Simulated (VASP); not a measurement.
# WC (P1) in VASP: further runs

The runs below take WC through single point, with PBE.

All numbers are computed with VASP 6.6.1; they aren't measurements. Logs are shortened: lines on timing, memory, paths and dates and some standing lists are left out, and cuts for length are marked.

### Step 1. The cell of the first run

The typed cell holds 16 atoms: a = 5.785 Å, b = 5.013 Å, c = 5.678 Å, α = 90.00°, β = 90.00°, γ = 90.00°.

### Step 2. Single point, PBE

INCAR

```
SYSTEM = WC
ALGO = Normal ; EDIFF = 1E-6
ENCUT = 520 ; GGA = PE
ISIF = 2 ; ISMEAR = -1
LASPH = .TRUE. ; LCHARG = .FALSE.
LREAL = Auto ; LWAVE = .FALSE.
NBANDS = 86 ; NELM = 100
PREC = Accurate ; SIGMA = 0.17
```

KPOINTS

```
k-points
0
G
  3 3 3
  0 0 0
```

POSCAR

```
WC
1.0
   -2.8923560000     -5.0097070000      0.0000000000
    4.3412240000     -2.5064070000      0.0000000000
    0.0000000000      0.0000000000      5.6777450000
W C
8 8
Direct
    0.7408859484      0.4469260094     -0.0077495555
    0.7326793370      0.4526763596      0.5221439145
    0.5044346135     -0.0389280809     -0.0018845510
    0.4966972321     -0.0347539727      0.4978208778
    0.2472737751      0.4467873086     -0.0091409530
    0.2298842293      0.4484696090      0.5156448555
   -0.0152893644     -0.0474802233      0.0125049646
    0.0033233891     -0.0594273817      0.5075430475
    0.4678099221      0.6439135219      0.2295981944
    0.4837727227      0.6118880153      0.7471980513
    0.2600076792      0.1090555961      0.2453086569
    0.1991420684      0.1207930658      0.7821238890
   -0.0028336775      0.6476984361      0.2421912220
   -0.0195876138      0.6169102648      0.7536090473
    0.7281378533      0.1348315334      0.2614594350
    0.7230011190      0.1085123976      0.7414915605
```

Potentials or basis: VASP PAW PBE potentials, release 64 (W_sv, C).

Launch:

```
$ cat potpaw_PBE.64/W_sv/POTCAR potpaw_PBE.64/C/POTCAR > POTCAR
$ mpirun -np 1 vasp_std > vasp.out
```

OUTCAR:

```text
SYSTEM = WC
   EDIFF = 1E-6
   ENCUT = 520
   GGA = PE
   ISIF = 2
   ISMEAR = -1
   LASPH = .TRUE.
   LREAL = Auto
   NELM = 100
   PREC = Accurate

 ion  position               nearest neighbor table
   1  0.741  0.447  0.992-  14 2.12  15 2.19  10 2.20  16 2.22  13 2.29   9 2.30   2 2.67   3 2.79
                             7 2.85   5 2.86   7 2.90   3 2.92   5 2.93   2 3.01
   2  0.733  0.453  0.522-  10 2.08  14 2.11  16 2.13  15 2.17  13 2.41   9 2.45   1 2.67   4 2.80
                             6 2.88   8 2.91   6 2.91   4 2.91   8 3.01   1 3.01
   3  0.504  0.961  0.998-  16 2.07   9 2.07  11 2.13  15 2.16  10 2.26  12 2.29   7 2.78   1 2.79
                             4 2.84   4 2.84   5 2.85   1 2.92   5 2.98   7 3.01
   4  0.497  0.965  0.498-  16 2.04  15 2.08  11 2.11   9 2.22  10 2.27  12 2.49   2 2.80   3 2.84
                             3 2.84   8 2.86   6 2.87   2 2.91   8 2.93   6 3.02
   5  0.247  0.447  0.991-  12 2.04   9 2.11  10 2.11  14 2.22  11 2.23  13 2.27   6 2.70   3 2.85
                             1 2.86   7 2.91   1 2.93   7 2.96   3 2.98   6 2.98
   6  0.230  0.448  0.516-  10 2.13  14 2.15  12 2.24  13 2.28  11 2.30   9 2.34   5 2.70   8 2.79
                             8 2.86   4 2.87   2 2.88   2 2.91   5 2.98   4 3.02
   7  0.985  0.953  0.013-  12 1.99  13 2.01  11 2.21  14 2.23  15 2.24  16 2.30   3 2.78   8 2.81
                             1 2.85   8 2.87   1 2.90   5 2.91   5 2.96   3 3.01
   8  0.003  0.941  0.508-  13 2.10  12 2.13  14 2.15  16 2.26  11 2.27  15 2.33   6 2.79   7 2.81
                             4 2.86   6 2.86   7 2.87   2 2.91   4 2.93   2 3.01
   9  0.468  0.644  0.230-   3 2.07   5 2.11   4 2.22   1 2.30   6 2.34   2 2.45
  10  0.484  0.612  0.747-   2 2.08   5 2.11   6 2.13   1 2.20   3 2.26   4 2.27
  11  0.260  0.109  0.245-   4 2.11   3 2.13   7 2.21   5 2.23   8 2.27   6 2.30
  12  0.199  0.121  0.782-   7 1.99   5 2.04   8 2.13   6 2.24   3 2.29   4 2.49
  13  0.997  0.648  0.242-   7 2.01   8 2.10   5 2.27   6 2.28   1 2.29   2 2.41
  14  0.980  0.617  0.754-   2 2.11   1 2.12   8 2.15   6 2.15   5 2.22   7 2.23
  15  0.728  0.135  0.261-   4 2.08   3 2.16   2 2.17   1 2.19   7 2.24   8 2.33
  16  0.723  0.109  0.741-   4 2.04   3 2.07   2 2.13   1 2.22   8 2.26   7 2.30

  LATTYP: Found a simple orthorhombic cell.
 ALAT       =     5.0128137675
 B/A-ratio  =     1.1326463067
 C/A-ratio  =     1.1539849266

  Lattice vectors:

 A1 = (   4.3412240000,  -2.5064070000,   0.0000000000)
 A2 = (   0.0000000000,   0.0000000000,   5.6777450000)
 A3 = (  -2.8923560000,  -5.0097070000,   0.0000000000)

Analysis of symmetry for initial positions (statically):
=====================================================================
 Subroutine PRICEL returns:
 Original cell was already a primitive cell.

 Routine SETGRP: Setting up the symmetry group for a
 simple orthorhombic supercell.

 Subroutine GETGRP returns: Found  1 space group operations
 (whereof  1 operations were pure point group operations)
 out of a pool of  8 trial point group operations.

The static configuration has the point symmetry C_1 .

Analysis of symmetry for dynamics (positions and initial velocities):
=====================================================================
 Subroutine PRICEL returns:
 Original cell was already a primitive cell.

 Routine SETGRP: Setting up the symmetry group for a
 simple orthorhombic supercell.

 Subroutine GETGRP returns: Found  1 space group operations
 (whereof  1 operations were pure point group operations)
 out of a pool of  8 trial point group operations.

The dynamic configuration has the point symmetry C_1 .

 Subroutine INISYM returns: Found  1 space group operations
 (whereof  1 operations are pure point group operations),
 and found     1 'primitive' translations

----------------------------------------------------------------------------------------

                                     Primitive cell

  volume of cell :     164.6414

  direct lattice vectors                    reciprocal lattice vectors
    -2.892356000 -5.009707000  0.000000000    -0.086434738 -0.149709348  0.000000000
     4.341224000 -2.506407000  0.000000000     0.172762329 -0.099744388  0.000000000
     0.000000000  0.000000000  5.677745000     0.000000000  0.000000000  0.176126261

  length of vectors
     5.784711528  5.012813768  5.677745000     0.172869467  0.199488759  0.176126261

  position of ions in fractional coordinates (direct lattice)
     0.740885948  0.446926009  0.992250445
     0.732679337  0.452676360  0.522143914
[... 46 lines left out ...]
     0.057587443 -0.033248129  0.000000000    -0.000000000  0.333333333  0.000000000
     0.000000000  0.000000000  0.058708754     0.000000000  0.000000000  0.333333333

  Length of vectors
     0.057623156  0.066496253  0.058708754

  Shift w.r.t. Gamma in fractional coordinates (k-lattice)
     0.000000000  0.000000000  0.000000000

 Subroutine IBZKPT returns following result:
 ===========================================

 Found     14 irreducible k-points:

 Following reciprocal coordinates:
            Coordinates               Weight
  0.000000  0.000000  0.000000      1.000000
  0.333333  0.000000  0.000000      2.000000
  0.000000  0.333333  0.000000      2.000000
  0.333333  0.333333  0.000000      2.000000
 -0.333333  0.333333  0.000000      2.000000
  0.000000  0.000000  0.333333      2.000000
  0.333333  0.000000  0.333333      2.000000
 -0.333333  0.000000  0.333333      2.000000
  0.000000  0.333333  0.333333      2.000000
  0.000000  0.333333 -0.333333      2.000000
  0.333333  0.333333  0.333333      2.000000
 -0.333333  0.333333 -0.333333      2.000000
 -0.333333 -0.333333  0.333333      2.000000
  0.333333 -0.333333 -0.333333      2.000000
   k-points           NKPTS =     14   k-points in BZ     NKDIM =     14   number of bands    NBANDS=     86
   number of dos      NEDOS =    301   number of ions     NIONS =     16
   total plane-waves  NPLWV =  80640
   dimension x,y,z NGX =    48 NGY =   40 NGZ =   42
   dimension x,y,z NGXF=    96 NGYF=   80 NGZF=   84
   ions per type =               8   8
   NGX,Y,Z   is equivalent  to a cutoff of  13.79, 13.27, 12.30 a.u.
   NGXF,Y,Z  is equivalent  to a cutoff of  27.59, 26.53, 24.60 a.u.
 SYSTEM =  WC
   PREC   = accura    normal or accurate (medium, high low for compatibility)
   ISTART =      0    job   : 0-new  1-cont  2-samecut
   ICHARG =      2    charge: 1-file 2-atom 10-const
   ISPIN  =      1    spin polarized calculation?
   LNONCOLLINEAR =      F non collinear calculations
   LSORBIT =      F    spin-orbit coupling
   LASPH  =      T    aspherical Exc in radial PAW
   ENCUT  =  520.0 eV  38.22 Ry    6.18 a.u.  10.76  9.32 10.56*2*pi/ulx,y,z
   NELM   =    100;   NELMIN=  2; NELMDL= -5     # of ELM steps
   EDIFF  = 0.1E-05   stopping-criterion for ELM
   LREAL  =      T    real-space projection
   EDIFFG = 0.1E-04   stopping-criterion for IOM
   NSW    =      0    number of steps for IOM
   IBRION =     -1    ionic relax: 0-MD 1-quasi-New 2-CG
   NFREE  =      0    steps in history (QN), initial steepest desc. (CG)
   ISIF   =      2    stress and relaxation
   ISYM   =      2    0-nonsym 1-usesym 2-fastsym
   POTIM  = 0.5000    time-step for ionic-motion
   TEBEG  =    0.0;   TEEND  =   0.0 temperature during run
   PSTRESS=    0.0 pullay stress
   NELECT =     144.0000    total number of electrons
   NUPDOWN=      -1.0000    fix difference up-down
   EMIN   =  10.00;   EMAX   =-10.00  energy-range for DOS
   EFERMI =   0.00;   METHOD = LEGACY
   ISMEAR =    -1;   SIGMA  =   0.17  broadening in eV -4-tet -1-fermi 0-gaus
   EFERMI_NEDOS =   21; number of points for ismear=-14 and -15
   IALGO  =     38    algorithm
   IMIX   =      4    mixing-type and parameters
     AMIX     =   0.40;   BMIX     =  1.00
     AMIX_MAG =   1.60;   BMIX_MAG =  1.00
  volume/ion in A,a.u.               =      10.29        69.44
  Fermi-wavevector in a.u.,A,eV,Ry     =   1.565606  2.958567 33.349562  2.451124
  Thomas-Fermi vector in A             =   2.668058
   LORBIT       =      0    0 simple, 1 ext, 2 COOP (PROOUT), +10 PAW based schemes
   GGA     = PE    functional components
   LHFCALC =     F    Hartree Fock is set to
   AEXX    =    0.0000 exact exchange contribution
   IVDW    =     0    specifies the selected vdW correction
   LEPSILON=     F    determine dielectric tensor
   LRPA    =     F    only Hartree local field effects (RPA)
 non-spin polarized calculation
  energy-cutoff  :      520.00
  volume of cell :      164.64
 maximum number of plane-waves:      4457
 NGX is ok and might be reduce to    48
   NGX = 21   NGY = 19   NGZ = 21

 number of electron     143.9999998 magnetization

 Free energy of the ion-electron system (eV)
  ---------------------------------------------------
  ext. energy  EPLUGINS =         0.00000000
  ---------------------------------------------------
  free energy    TOTEN  =      -176.33134267 eV

  energy without entropy =     -176.04879166  energy(sigma->0) =     -176.19006717

 E-fermi :  11.4268     XC(G=0): -13.8300

 val. band max:       11.3839284180   @ k =  -0.3333   0.0000   0.3333
 cond. band min:      11.4484149508   @ k =   0.0000   0.0000   0.0000
 fundamental gap:      0.0644865328
 Fermi energy:        11.4268062393

 k-point     1 :       0.0000    0.0000    0.0000
  band No.  band energies     occupation
      1     -62.7899      2.00000
      2     -62.7318      2.00000
      3     -62.7040      2.00000
      4     -62.6888      2.00000
      5     -62.6732      2.00000
      6     -62.6205      2.00000
[... 1207 lines left out ...]
     83      15.1399      0.00000
     84      15.2567      0.00000
 [bands above 84 left out]

------------------------ aborting loop because EDIFF is reached ----------------------------------------

  FORCE on cell =-STRESS in cart. coord.  units (eV):
  Direction    XX          YY          ZZ          XY          YZ          ZX
  --------------------------------------------------------------------------------------
  -------------------------------------------------------------------------------------
  Total       15.9274807     21.9824287     18.2960207     -2.8991763      1.2359888     -0.3986331
  in kB      154.9952933    213.9178842    178.0442962    -28.2127907     12.0277929     -3.8792230
  external PRESSURE =     182.3191579 kB  Pullay stress =       0.0000000 kB

 VOLUME and BASIS-vectors are now :
 -----------------------------------------------------------------------------
  energy-cutoff  :      520.00
  volume of cell :      164.64
      direct lattice vectors                 reciprocal lattice vectors
    -2.892356000 -5.009707000  0.000000000    -0.086434738 -0.149709348  0.000000000
     4.341224000 -2.506407000  0.000000000     0.172762329 -0.099744388  0.000000000
     0.000000000  0.000000000  5.677745000     0.000000000  0.000000000  0.176126261

 POSITION                                       TOTAL-FORCE (eV/Angst)
 -----------------------------------------------------------------------------------
     -0.20270     -4.83180      5.63375         1.719213     -0.201156      3.243948
     -0.15400     -4.80510      2.96460         0.322263     -0.692750     -4.879977
      2.71322     -4.93591      5.66704         0.395705      3.465866      0.455608
      2.75372     -4.90761      2.82650        -1.383352      3.128063      0.253652
      1.22440     -2.35860      5.62584         2.642803      0.856643      3.498234
      1.28200     -2.27570      2.92770        -0.040685     -0.959863     -3.420297
[... 8 lines left out ...]
     -1.52070     -3.98570      1.48450        -1.241091     -1.513088     -0.695771
     -1.62010     -3.89400      4.21000        -0.296846     -2.705802      0.908507
 -----------------------------------------------------------------------------------
    total drift:                                0.013625      0.011815     -0.002680

  FREE ENERGIE OF THE ION-ELECTRON SYSTEM (eV)
  ---------------------------------------------------
  free  energy   TOTEN  =      -176.3313426740 eV

  energy  without entropy=     -176.0487916578  energy(sigma->0) =     -176.19006717
```

Wall time 4.7 min (1 thread of Intel Xeon 6975P-C (Granite Rapids), shared host); peak memory 0.33 GiB.

Results:

- Free energy: -176.3313 eV
- Pressure: 18.2 GPa
- Largest force: 5.163 eV/Å
- Band gap on the k mesh: zero (bands 72 and 73 overlap by 0.11 eV)

Forces on the atoms (eV/Å):
```
W    1.719 -0.201  3.244
W    0.322 -0.693 -4.880
W    0.396  3.466  0.456
W   -1.383  3.128  0.254
W    2.643  0.857  3.498
W   -0.041 -0.960 -3.420
W    0.566  0.243 -0.315
W    2.873  0.983 -0.508
C   -2.800 -0.916  2.219
C    0.648 -0.588  0.310
C    2.255  0.803  0.754
C   -2.181 -3.206 -3.409
C   -3.106  2.105  1.326
C   -0.373 -0.803  0.259
C   -1.241 -1.513 -0.696
C   -0.297 -2.706  0.909
```

Levels at points of the mesh, in eV from the Fermi level:
| k point | band 68 | band 69 | band 70 | band 71 | band 72 | band 73 | band 74 | band 75 | band 76 | band 77 |
| --- | --- | --- | --- | --- | --- | --- | --- | --- | --- | --- |
| (0.00, 0.00, 0.00) | -0.99 | -0.83 | -0.35 | -0.20 | 0.02 | 0.07 | 0.84 | 1.06 | 1.87 | 2.23 |

Caveat: the k points lie up to 0.42 Å⁻¹ apart; the atoms stand as in a frame of molecular dynamics; spin-orbit coupling is left out, which moves the levels of the heavy elements; forces of over 1 eV/Å act on the atoms, so gaps and moduli don't describe the material at rest.

(Continued in part 2 of 2.)
